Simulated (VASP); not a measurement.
A run of VASP 6.6.1 is set up as follows.

File INCAR:

```
SYSTEM = Al9H
PREC     = Accurate       ! precision mode
ENCUT    = 520            ! plane-wave cutoff, eV
EDIFF    = 1E-6           ! SCF threshold, eV
ISMEAR   = 0              ! smearing method
SIGMA    = 0.1            ! smearing width, eV
LREAL    = Auto         
LASPH    = .TRUE.         ! aspherical terms in the spheres
NELM     = 60             ! most SCF steps
ALGO     = Normal         ! electronic algorithm
ISIF     = 2              ! what is computed and relaxed
LWAVE    = .FALSE.        ! write WAVECAR
LCHARG   = .FALSE.        ! write CHGCAR
LDIPOL   = .TRUE.       
IDIPOL   = 3            
DIPOL    = 0.5 0.5 0.304
GGA      = PE             ! functional
NBANDS   = 44             ! bands
```

Contents of KPOINTS:

```
regular mesh
0
G
  5 3 1
  0 0 0
```

The input POSCAR:

```
Al9H
1.0
    5.7070863106      0.0000000000      0.0000000000
   -1.4267715776      9.7014842380      0.0000000000
    0.0000000000      0.0000000000     22.7903703519
Al H
18 2
Direct
    0.2662216041      0.0648864163      0.1755127248
    0.7662216041      0.0648864163      0.1755127248
    0.3354806058      0.3419224231      0.2192029854
    0.8354806058      0.3419224231      0.2192029854
    0.1493324061      0.5973296244      0.2279410375
    0.6493324061      0.5973296244      0.2279410375
    0.4631842064      0.8527368258      0.2366790896
    0.9631842065      0.8527368258      0.2366790896
    0.0319772093      0.1277109169      0.2808262502
    0.5319772093      0.1277109169      0.2808262502
    0.0997917601      0.4042231294      0.3301071124
    0.5997917601      0.4042231294      0.3301071124
    0.4144000537      0.6596656514      0.3369822081
    0.9144000537      0.6596656514      0.3369822081
    0.2263076916      0.9110819252      0.3449259130
    0.7263076916      0.9110819252      0.3449259130
    0.2962427243      0.1814072004      0.3857054631
    0.7962427243      0.1814072004      0.3857054631
    0.6062643800      0.3914885899      0.4997887343
    0.6062643800      0.4577756274      0.4997887343
```

Potentials or basis: VASP PAW PBE potentials, release 64 (Al, H).

Run with:

```console
$ cat potpaw_PBE.64/Al/POTCAR potpaw_PBE.64/H/POTCAR > POTCAR
$ mpirun -np 1 vasp_std > vasp.out
```

Q: Predict the band gap on the k mesh.

A: Zero (bands 28 and 29 overlap by 0.73 eV).

Q: Predict the largest force.

A: 4.921 eV/Å.

Forces on the atoms (eV/Å):
```
Al  -0.006  0.152  0.031
Al  -0.007  0.152  0.031
Al   0.009  0.035  0.064
Al   0.002  0.035  0.063
Al   0.000 -0.075  0.031
Al  -0.002 -0.077  0.029
Al   0.002 -0.099 -0.121
Al   0.003 -0.098 -0.119
Al   0.000  0.008 -0.002
Al   0.000  0.007 -0.007
Al   0.004 -0.012  0.001
Al   0.003 -0.014 -0.009
Al  -0.004 -0.012 -0.003
Al  -0.005 -0.011 -0.004
Al  -0.002  0.001  0.000
Al  -0.003  0.003  0.000
Al   0.003 -0.010 -0.007
Al   0.003 -0.012 -0.008
H    0.713 -4.844  0.007
H   -0.713  4.869  0.020
```
